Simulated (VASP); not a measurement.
Hf: single point with PBE

The system is Hf.

```
CELL_PARAMETERS angstrom
-2.51670 2.51670 1.38024
2.51670 -2.51670 1.38024
2.51670 2.51670 -1.38024
ATOMIC_POSITIONS crystal
Hf 0.62500 0.87500 0.75000
Hf 0.37500 0.12500 0.25000
```

This cell differs from its parent crystal: volume scaled by 0.75.

```json
{"Program": "VASP 6.6.1", "Task": "single point", "Functional": "PBE", "Potentials or basis": "VASP PAW PBE potentials, release 64 (Hf_pv)", "Cutoff": "520 eV", "k mesh": "14 × 14 × 14", "Occupations": "fermi-dirac, width 0.05 eV", "Spin": "no spin polarisation"}
```

The pressure is 40.8 GPa and the band gap on the k mesh is zero (band 10 reaches 6.68 eV, above the bottom of band 11 at 5.31 eV).

Stress tensor (GPa, compression positive):
```
40.74  0.00  0.00
 0.00 40.74  0.00
 0.00  0.00 41.02
```

Levels at points of the mesh, in eV from the Fermi level:
```csv
k point,band 6,band 7,band 8,band 9,band 10,band 11,band 12,band 13,band 14,band 15
"(0.00, 0.00, 0.00)",-28.86,-7.41,-4.42,-1.55,-1.24,0.13,4.53,4.53,4.80,4.80
"(0.50, 0.00, 0.00)",-28.76,-3.48,-3.31,-1.41,-0.20,1.94,2.01,2.55,4.58,6.42
"(0.50, 0.50, 0.00)",-28.79,-3.72,-3.72,-0.77,-0.77,1.45,1.45,3.05,3.05,6.49
"(0.50, 0.50, 0.50)",-28.61,-3.48,-3.48,0.20,0.20,1.15,1.15,4.12,4.12,5.88
```

Run time: 88 s on 1 thread of Intel(R) Xeon(R) Platinum 8559C (Emerald Rapids) (shared host), peak memory 0.24 GiB.

Caveat: spin-orbit coupling is left out, which moves the levels of the heavy elements.
